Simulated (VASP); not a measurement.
# AlAu (Pm-3m) in VASP: notebook, part 3 of 3

VASP 6.6.1. The steps go on from the part before.

### 6 Single point, r2SCAN

This run uses another cell than the first one, of 17.20 Å³/atom, 1.116 times its volume.

File POSCAR:

```
AlAu
1.0
    3.2523482390      0.0000000000      0.0000000000
    0.0000000000      3.2523482390      0.0000000000
    0.0000000000      0.0000000000      3.2523482390
Al Au
1 1
Direct
    0.0000000000      0.0000000000      0.0000000000
    0.5000000000      0.5000000000      0.5000000000
```

File INCAR.step1:

```
SYSTEM = AlAu
PREC = Accurate
ENCUT = 520
ISMEAR = 0
SIGMA = 0.05
LREAL = .FALSE.
LASPH = .TRUE.
NELM = 80
NBANDS = 14
GGA = PE
ALGO = Normal
EDIFF = 1E-4
LWAVE = .TRUE.
LCHARG = .FALSE.
```

File INCAR.step2:

```
SYSTEM = AlAu
PREC = Accurate
ENCUT = 520
EDIFF = 1E-7
ISMEAR = 0
SIGMA = 0.05
LREAL = .FALSE.
LASPH = .TRUE.
NELM = 80
ALGO = Normal
ISIF = 2
LWAVE = .FALSE.
LCHARG = .TRUE.
METAGGA = R2SCAN
LMIXTAU = .TRUE.
LELF = .TRUE.
LVHAR = .TRUE.
NBANDS = 14
ISTART = 1
```

File KPOINTS:

```
Automatic mesh
0
G
  9 9 9
  0 0 0
```

Potentials or basis: VASP PAW PBE potentials, release 64 (Al, Au).

Run with:

```
$ cat potpaw_PBE.64/Al/POTCAR potpaw_PBE.64/Au/POTCAR > POTCAR
$ cp INCAR.step1 INCAR
$ mpirun -np 1 vasp_std > vasp.out
$ cp INCAR.step2 INCAR
$ mpirun -np 1 vasp_std > vasp.out
```

OUTCAR:

```text
SYSTEM = AlAu
   PREC = Accurate
   ENCUT = 520
   EDIFF = 1E-7
   ISMEAR = 0
   LREAL = .FALSE.
   LASPH = .TRUE.
   NELM = 80
   ISIF = 2
   METAGGA = R2SCAN
   ISTART = 1

 ion  position               nearest neighbor table
   1  0.000  0.000  0.000-   2 2.82   2 2.82   2 2.82   2 2.82   2 2.82   2 2.82   2 2.82   2 2.82

   2  0.500  0.500  0.500-   1 2.82   1 2.82   1 2.82   1 2.82   1 2.82   1 2.82   1 2.82   1 2.82

  LATTYP: Found a simple cubic cell.
 ALAT       =     3.2523482390

  Lattice vectors:

 A1 = (   3.2523482390,   0.0000000000,   0.0000000000)
 A2 = (   0.0000000000,   3.2523482390,   0.0000000000)
 A3 = (   0.0000000000,   0.0000000000,   3.2523482390)

Analysis of symmetry for initial positions (statically):
=====================================================================
 Subroutine PRICEL returns:
 Original cell was already a primitive cell.

 Routine SETGRP: Setting up the symmetry group for a
 simple cubic supercell.

 Subroutine GETGRP returns: Found 48 space group operations
 (whereof 48 operations were pure point group operations)
 out of a pool of 48 trial point group operations.

The static configuration has the point symmetry O_h .

Analysis of symmetry for dynamics (positions and initial velocities):
=====================================================================
 Subroutine PRICEL returns:
 Original cell was already a primitive cell.

 Routine SETGRP: Setting up the symmetry group for a
 simple cubic supercell.

 Subroutine GETGRP returns: Found 48 space group operations
 (whereof 48 operations were pure point group operations)
 out of a pool of 48 trial point group operations.

The dynamic configuration has the point symmetry O_h .

 Subroutine INISYM returns: Found 48 space group operations
 (whereof 48 operations are pure point group operations),
 and found     1 'primitive' translations

----------------------------------------------------------------------------------------

                                     Primitive cell

  volume of cell :      34.4026

  direct lattice vectors                    reciprocal lattice vectors
     3.252348239  0.000000000  0.000000000     0.307470150  0.000000000  0.000000000
     0.000000000  3.252348239  0.000000000     0.000000000  0.307470150  0.000000000
     0.000000000  0.000000000  3.252348239     0.000000000  0.000000000  0.307470150

  length of vectors
     3.252348239  3.252348239  3.252348239     0.307470150  0.307470150  0.307470150

  position of ions in fractional coordinates (direct lattice)
     0.000000000  0.000000000  0.000000000
     0.500000000  0.500000000  0.500000000

  ion indices of the primitive-cell ions
   primitive index   ion index
                 1           1
                 2           2

----------------------------------------------------------------------------------------

 KPOINTS: Automatic mesh

Automatic generation of k-mesh.
 Grid dimensions read from file:
 generate k-points for:    9    9    9

 Generating k-lattice:

  Cartesian coordinates                     Fractional coordinates (reciprocal lattice)
     0.034163350  0.000000000  0.000000000     0.111111111  0.000000000  0.000000000
     0.000000000  0.034163350  0.000000000     0.000000000  0.111111111  0.000000000
     0.000000000  0.000000000  0.034163350     0.000000000  0.000000000  0.111111111

  Length of vectors
     0.034163350  0.034163350  0.034163350

  Shift w.r.t. Gamma in fractional coordinates (k-lattice)
     0.000000000  0.000000000  0.000000000

 Subroutine IBZKPT returns following result:
 ===========================================

 Found     35 irreducible k-points:

 Following reciprocal coordinates:
            Coordinates               Weight
  0.000000  0.000000  0.000000      1.000000
  0.111111  0.000000  0.000000      6.000000
  0.222222  0.000000  0.000000      6.000000
  0.333333  0.000000  0.000000      6.000000
  0.444444  0.000000  0.000000      6.000000
  0.111111  0.111111  0.000000     12.000000
[... 16 lines left out ...]
  0.333333  0.333333  0.111111     24.000000
  0.444444  0.333333  0.111111     48.000000
 [... further k-points ...]
   k-points           NKPTS =     35   k-points in BZ     NKDIM =     35   number of bands    NBANDS=     14
   number of dos      NEDOS =    301   number of ions     NIONS =      2
   total plane-waves  NPLWV =  13824
   dimension x,y,z NGX =    24 NGY =   24 NGZ =   24
   dimension x,y,z NGXF=    48 NGYF=   48 NGZF=   48
   ions per type =               1   1
   NGX,Y,Z   is equivalent  to a cutoff of  12.27, 12.27, 12.27 a.u.
   NGXF,Y,Z  is equivalent  to a cutoff of  24.54, 24.54, 24.54 a.u.
 SYSTEM =  AlAu
   PREC   = accura    normal or accurate (medium, high low for compatibility)
   ISTART =      1    job   : 0-new  1-cont  2-samecut
   ICHARG =      0    charge: 1-file 2-atom 10-const
   ISPIN  =      1    spin polarized calculation?
   LNONCOLLINEAR =      F non collinear calculations
   LSORBIT =      F    spin-orbit coupling
   LASPH  =      T    aspherical Exc in radial PAW
   ENCUT  =  520.0 eV  38.22 Ry    6.18 a.u.   6.05  6.05  6.05*2*pi/ulx,y,z
   NELM   =     80;   NELMIN=  2; NELMDL=  0     # of ELM steps
   EDIFF  = 0.1E-06   stopping-criterion for ELM
   LREAL  =      F    real-space projection
   EDIFFG = 0.1E-05   stopping-criterion for IOM
   NSW    =      0    number of steps for IOM
   IBRION =     -1    ionic relax: 0-MD 1-quasi-New 2-CG
   NFREE  =      0    steps in history (QN), initial steepest desc. (CG)
   ISIF   =      2    stress and relaxation
   ISYM   =      2    0-nonsym 1-usesym 2-fastsym
   POTIM  = 0.5000    time-step for ionic-motion
   TEBEG  =    0.0;   TEEND  =   0.0 temperature during run
   PSTRESS=    0.0 pullay stress
   NELECT =      14.0000    total number of electrons
   NUPDOWN=      -1.0000    fix difference up-down
   EMIN   =  10.00;   EMAX   =-10.00  energy-range for DOS
   EFERMI =   0.00;   METHOD = LEGACY
   ISMEAR =     0;   SIGMA  =   0.05  broadening in eV -4-tet -1-fermi 0-gaus
   EFERMI_NEDOS =   21; number of points for ismear=-14 and -15
   IALGO  =     38    algorithm
   IMIX   =      4    mixing-type and parameters
     AMIX     =   0.40;   BMIX     =  1.00
     AMIX_MAG =   1.60;   BMIX_MAG =  1.00
  volume/ion in A,a.u.               =      17.20       116.08
  Fermi-wavevector in a.u.,A,eV,Ry     =   1.213167  2.292553 20.024692  1.471773
  Thomas-Fermi vector in A             =   2.348627
   LORBIT       =      0    0 simple, 1 ext, 2 COOP (PROOUT), +10 PAW based schemes
   METAGGA = R2SCAN    functional components
   LHFCALC =     F    Hartree Fock is set to
   AEXX    =    0.0000 exact exchange contribution
   IVDW    =     0    specifies the selected vdW correction
   LEPSILON=     F    determine dielectric tensor
   LRPA    =     F    only Hartree local field effects (RPA)
 non-spin polarized calculation
 Gauss-broadening in eV      SIGMA  =   0.05
  energy-cutoff  :      520.00
  volume of cell :       34.40
 maximum number of plane-waves:       940
   NGX = 13   NGY = 13   NGZ = 13

 number of electron      13.9999997 magnetization

 Free energy of the ion-electron system (eV)
  ---------------------------------------------------
  ext. energy  EPLUGINS =         0.00000000
  ---------------------------------------------------
  free energy    TOTEN  =       -57.74697707 eV

  energy without entropy =      -57.74605192  energy(sigma->0) =      -57.74651450

 E-fermi :   9.1572     XC(G=0): -12.3100

 val. band max:        9.1464681327   @ k =   0.3333   0.3333   0.1111
 cond. band min:       9.2413788523   @ k =   0.4444   0.4444   0.4444
 fundamental gap:      0.0949107196
 Fermi energy:         9.1572080430

 k-point     1 :       0.0000    0.0000    0.0000
  band No.  band energies     occupation
      1      -2.5334      2.00000
      2       2.4257      2.00000
      3       2.4257      2.00000
      4       4.2958      2.00000
      5       4.2958      2.00000
      6       4.2958      2.00000
      7      12.1523      0.00000
      8      12.1523      0.00000
      9      12.1523      0.00000
     10      16.3061      0.00000
     11      16.7527      0.00000
     12      16.7527      0.00000
     13      26.6418      0.00000
     14      26.6418      0.00000
[... 375 lines left out ...]
 k-point    24 :       0.4444    0.3333    0.1111
  band No.  band energies     occupation
      1       1.1096      2.00000
      2       2.3204      2.00000
      3       3.1924      2.00000
      4       3.4396      2.00000
      5       4.0549      2.00000
      6       4.9289      2.00000
      7       6.4160      2.00000
      8       9.8689      0.00000
      9      11.6256      0.00000
     10      15.3291      0.00000
     11      17.7851      0.00000
     12      19.4331      0.00000
     13      21.5159      0.00000
     14      23.2985      0.00000

 [... further k-points ...]
[... 5 lines left out ...]
  --------------------------------------------------------------------------------------
  -------------------------------------------------------------------------------------
  Total       -1.6873628     -1.6873628     -1.6873628      0.0000000     -0.0000000      0.0000000
  in kB      -78.5828774    -78.5828774    -78.5828774      0.0000000     -0.0000000      0.0000000
  external PRESSURE =     -78.5828774 kB  Pullay stress =       0.0000000 kB

 VOLUME and BASIS-vectors are now :
 -----------------------------------------------------------------------------
  energy-cutoff  :      520.00
  volume of cell :       34.40
      direct lattice vectors                 reciprocal lattice vectors
     3.252348239  0.000000000  0.000000000     0.307470150  0.000000000  0.000000000
     0.000000000  3.252348239  0.000000000     0.000000000  0.307470150  0.000000000
     0.000000000  0.000000000  3.252348239     0.000000000  0.000000000  0.307470150

 POSITION                                       TOTAL-FORCE (eV/Angst)
 -----------------------------------------------------------------------------------
      0.00000      0.00000      0.00000         0.000000      0.000000      0.000000
      1.62617      1.62617      1.62617         0.000000      0.000000      0.000000
 -----------------------------------------------------------------------------------
    total drift:                                0.000000     -0.000000     -0.000000

  FREE ENERGIE OF THE ION-ELECTRON SYSTEM (eV)
  ---------------------------------------------------
  free  energy   TOTEN  =       -57.7469770698 eV

  energy  without entropy=      -57.7460519218  energy(sigma->0) =      -57.74651450
```

Wall time 28 s (1 thread of Intel Xeon Platinum 8124M at 3.00GHz (Skylake/Cascade Lake), shared host); peak memory 0.15 GiB.

Results:

```
Free energy            : -57.7470 eV
Pressure               : -7.9 GPa
Band gap on the k mesh : zero (band 7 reaches 12.15 eV, above the bottom of band 8 at 8.29 eV)
```

Caveat: the PAW data sets were made with another functional, which shifts forces and pressure a little; spin-orbit coupling is left out, which moves the levels of the heavy elements.

### 7 The runs side by side

```tsv
cell	gap on the mesh (eV)	pressure (GPa)
a = 3.136 Å, 2 atoms	none	6.3
a = 3.166 Å, 2 atoms	none	1.7
a = 3.195 Å, 2 atoms	none	-2.2
a = 3.224 Å, 2 atoms	none	-5.2
a = 3.252 Å, 2 atoms	none	-7.9
```

Alike in all rows: task single point; level r2SCAN; potentials or basis VASP PAW PBE potentials, release 64 (Al, Au); no spin polarisation; k mesh 9 × 9 × 9; cutoff (eV) 520; smearing gaussian 0.05 eV.

Caveats: the PAW data sets were made with another functional, which shifts forces and pressure a little; spin-orbit coupling is left out, which moves the levels of the heavy elements.

Absolute energies hang on the potentials; compare differences alone.
